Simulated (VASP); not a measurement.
Te2Mo, 6 atoms in the cell. The cell holds a slab with vacuum, 6 atoms: a = 6.276 Å, b = 3.350 Å, c = 32.887 Å, α = 90.00°, β = 89.96°, γ = 90.00°. 

```yaml
Program: VASP 6.6.1
Task: single point
Functional: LDA
Potentials_or_basis: VASP PAW LDA potentials, release 64 (Te, Mo_sv)
Cutoff: 520 eV
k_mesh: 6 × 10 × 1
Occupations: gaussian, width 0.1 eV
Spin: no spin polarisation
Dipole_correction: no
Further_INCAR_settings: ALGO = Normal; EDIFF = 1e-06; NBANDS = 35
```

Potentials or basis: VASP PAW LDA potentials, release 64 (Te, Mo_sv).

Launch:

```sh
$ cat potpaw_LDA.64/Te/POTCAR potpaw_LDA.64/Mo_sv/POTCAR > POTCAR
$ mpirun -np 1 vasp_std > vasp.out
```

Hardware: 1 thread of Intel(R) Xeon(R) 6975P-C (Granite Rapids), on a shared host.

**Question.** How long does it take, and how much memory?

**Answer.** It took 13 min on 1 thread of Intel(R) Xeon(R) 6975P-C (Granite Rapids), on a shared host, peak memory 0.82 GiB. Counts: scf iterations 25, k points 24.
